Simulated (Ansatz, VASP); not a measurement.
# Ti6H: VASP beside Ansatz

The input INCAR:

```
PREC = Accurate
ENCUT = 520
EDIFF = 1E-7
ISMEAR = 0
SIGMA = 0.1
LREAL = F
LASPH = T
NELM = 100
ALGO = Normal
ISIF = 2
LWAVE = F
LCHARG = T
LDIPOL = T
IDIPOL = 3
DIPOL = 0.5 0.5 0.324
GGA = PE
LELF = T
LVHAR = T
LVACPOTAV = T
NBANDS = 86
```

The input KPOINTS:

```
Automatic mesh
0
Gamma
  5 6 1
```

The input POSCAR:

```
Ti6H
1.0
    5.6639455763      0.0000000000      0.0000000000
    0.0000000000      4.5793473381      0.0000000000
    0.0000000000      0.0000000000     24.5506933039
Ti H
12 2
Direct
    0.2500000000      0.0000000000      0.1629281891
    0.7500000000      0.0000000000      0.1629281891
    0.0000000000      0.5000000000      0.2167736627
    0.5000000000      0.5000000000      0.2167736627
    0.2500000000      0.0000000000      0.2706191363
    0.7500000000      0.0000000000      0.2706191363
    0.2500000000      0.5000000000      0.3256599435
    0.7500000000      0.5000000000      0.3256599435
    0.0000000000      0.0000000000      0.3779650127
    0.5000000000      0.0000000000      0.3779650127
    0.2500000000      0.5000000000      0.4297513383
    0.7500000000      0.5000000000      0.4297513383
   -0.1042559453      0.0000000000      0.4871835250
    0.1042559453      0.0000000000      0.4871835250
```

Input for Ansatz:

```yaml
crystal:
  lattice:
    - [5.6639455763, 0.0, 0.0]
    - [0.0, 4.5793473381, 0.0]
    - [0.0, 0.0, 24.5506933039]
  atoms:
    - { symbol: Ti, position: [0.25, 0.0, 0.1629281891] }
    - { symbol: Ti, position: [0.75, 0.0, 0.1629281891] }
    - { symbol: Ti, position: [0.0, 0.5, 0.2167736627] }
    - { symbol: Ti, position: [0.5, 0.5, 0.2167736627] }
    - { symbol: Ti, position: [0.25, 0.0, 0.2706191363] }
    - { symbol: Ti, position: [0.75, 0.0, 0.2706191363] }
    - { symbol: Ti, position: [0.25, 0.5, 0.3256599435] }
    - { symbol: Ti, position: [0.75, 0.5, 0.3256599435] }
    - { symbol: Ti, position: [0.0, 0.0, 0.3779650127] }
    - { symbol: Ti, position: [0.5, 0.0, 0.3779650127] }
    - { symbol: Ti, position: [0.25, 0.5, 0.4297513383] }
    - { symbol: Ti, position: [0.75, 0.5, 0.4297513383] }
    - { symbol: H, position: [-0.1042559453, 0.0, 0.487183525] }
    - { symbol: H, position: [0.1042559453, 0.0, 0.487183525] }
basis:
  ecutwfc: 420
kpoints:
  mp_grid: { grid: [5, 6, 1] }
hamiltonian:
  xc: pbe
  pseudopotentials: { kind: paw, azcp: { folder: soft_1 } }
scf:
  occupations: { method: gaussian, width: 0.1 }
output:
  forces: true
  eigenvalues: true
efield:
  axis: 3
  dipole_correction: true
  ramp_width: 0.04
```

Alike in both runs: task single point; functional PBE; k mesh 5 × 6 × 1; occupations gaussian, width 0.1 eV; no spin polarisation.

```csv
,VASP,Ansatz
version,VASP 6.6.1,Ansatz 0.2.0
potentials or method,"VASP PAW PBE potentials, release 64 (Ti_sv, H), cutoff 520 eV","scalar-relativistic, plane waves, PAW"
valence electrons in the cell,146,146
```

Ansatz gave:

- gap on the k mesh at the Fermi level (eV): none
- rms of the force components (eV/Å): 0.476
- work function, face that differs most (eV): 3.43

Task: Estimate VASP's values.

Result: gap on the k mesh at the Fermi level (eV): none; rms of the force components (eV/Å): 0.477; work function, face that differs most (eV): 3.43.

Atom by atom the forces differ by 0.004 eV/Å (rms over components). A gap of «none» marks a metal or a gap that the smearing closes.
